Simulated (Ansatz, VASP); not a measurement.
# SiC4 in VASP and in Ansatz

```
CELL_PARAMETERS angstrom
2.47024 0.00000 0.00000
-1.23512 2.13929 0.00000
0.00000 0.00000 24.11488
ATOMIC_POSITIONS crystal
Si 0.66667 0.33333 0.17217
Si 0.33333 0.66667 0.82783
C 0.66667 0.33333 0.00001
C 0.66667 0.33333 0.34543
C 0.66667 0.33333 0.49999
C 0.66667 0.33333 0.65454
C 0.33333 0.66667 0.99999
C 0.33333 0.66667 0.34546
C 0.33333 0.66667 0.50001
C 0.33333 0.66667 0.65457
```

Alike in both runs: task relaxation of cell and atoms; functional PBE; k mesh 18 × 18 × 2; occupations gaussian, width 0.1 eV; no spin polarisation.

|  | VASP | Ansatz |
| --- | --- | --- |
| version | VASP 6.6.1 | Ansatz 0.2.0 |
| potentials or method | VASP PAW PBE potentials, release 64 (Si, C), cutoff 600 eV | scalar-relativistic, plane waves, PAW |
| valence electrons in the cell | 40 | 40 |

```csv
,VASP,Ansatz,Ansatz less VASP
"gap on the k mesh at the Fermi level, each at its own relaxed structure (eV)",none,none,-
relaxed volume (Å³/atom),14.01,14.08,+0.075
relaxed length of the cell vector where the two differ most in proportion (Å),26.503,26.655,+0.1515
```

A gap of «none» marks a metal or a gap that the smearing closes.
